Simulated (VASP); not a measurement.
Runs of VASP 6.6.1 on GaSe4. The structure is that of space group Pm-3m (No. 221), or close to it. The cells are those of the table. 

```tsv
task	cell	k mesh	cutoff (eV)	gap on the mesh (eV)	pressure (GPa)	relaxed volume (Å³/atom)
single point	a = 5.353 Å, 5 atoms	4 × 4 × 4	520	none	(a)	-
single point	a = 5.143 Å, 5 atoms	8 × 8 × 8	520	none	0.0	-
single point	a = 5.163 Å, 5 atoms	4 × 4 × 4	520	none	0.2	-
relaxation of cell and atoms	relaxed from a = 5.353 Å, 5 atoms	4 × 4 × 4	600	none	0.0	27.66
relaxation of cell and atoms	relaxed from a = 5.163 Å, 5 atoms	8 × 8 × 8	600	none	0.0	27.22
```

Alike in all rows: level PBE; potentials or basis VASP PAW PBE potentials, release 64 (Ga_d, Se); no spin polarisation; smearing gaussian 0.1 eV.

Problem. Fill in the values left out.

Solution. (a) -3.1.

A k mesh can miss the band edges, and the runs leave out spin-orbit coupling on Ga, Se.

A gap of «none» marks levels without a gap at the run's occupations.
